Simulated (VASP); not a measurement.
Input of a VASP 6.6.1 run:

The input INCAR:

```
ALGO     = Normal         # electronic algorithm
EDIFF    = 1E-6           # SCF threshold, eV
ENCUT    = 520            # plane-wave cutoff, eV
GGA      = PE             # functional
ISIF     = 2              # what is computed and relaxed
ISMEAR   = -1             # smearing method
LASPH    = T              # aspherical terms in the spheres
LCHARG   = F              # write CHGCAR
LREAL    = F              # projectors in reciprocal space
LWAVE    = F              # write WAVECAR
NBANDS   = 56             # bands
NELM     = 60             # most SCF steps
PREC     = Accurate       # precision mode
SIGMA    = 0.05           # smearing width, eV
```

The input KPOINTS:

```
k-points
0
Gamma
  5 5 6
```

Contents of POSCAR:

```
HfO2
1.0
    5.0961883031      0.0000000000      0.0000000000
    0.0000000000      5.2744024755      0.0000000000
    0.0000000000      0.0000000000      4.9782841115
Hf O
4 8
Direct
    0.2304381389      0.7822048261      0.2720170583
    0.7304381389      0.7177951739      0.7279829417
    0.7695618611      0.2177951739      0.2720170583
    0.2695618611      0.2822048261      0.7279829417
    0.2084846231      0.1469373885      0.1003817327
    0.7084846231      0.3530626115      0.8996182673
    0.7915153769      0.8530626115      0.1003817327
    0.2915153769      0.6469373885      0.8996182673
    0.0000000000      0.5000000000      0.4728376284
    0.5000000000      0.0000000000      0.5271623716
    0.0000000000      0.0000000000      0.5688357122
    0.5000000000      0.5000000000      0.4311642878
```

Potentials or basis: VASP PAW PBE potentials, release 64 (Hf_pv, O).

Run with:

```bash
$ cat potpaw_PBE.64/Hf_pv/POTCAR potpaw_PBE.64/O/POTCAR > POTCAR
$ mpirun -np 1 vasp_std > vasp.out
```

(1) Estimate the band gap on the k mesh.

(2) Predict the pressure.

(3) Predict the largest force.

Answers

(1) 3.95 eV (least direct gap 3.96 eV).

(2) -3.1 GPa.

(3) 0.089 eV/Å.

Caveat: the cell stands under tension; spin-orbit coupling is left out, which moves the levels of the heavy elements; an odd mesh through Γ misses points on the zone boundary, where band edges can lie.
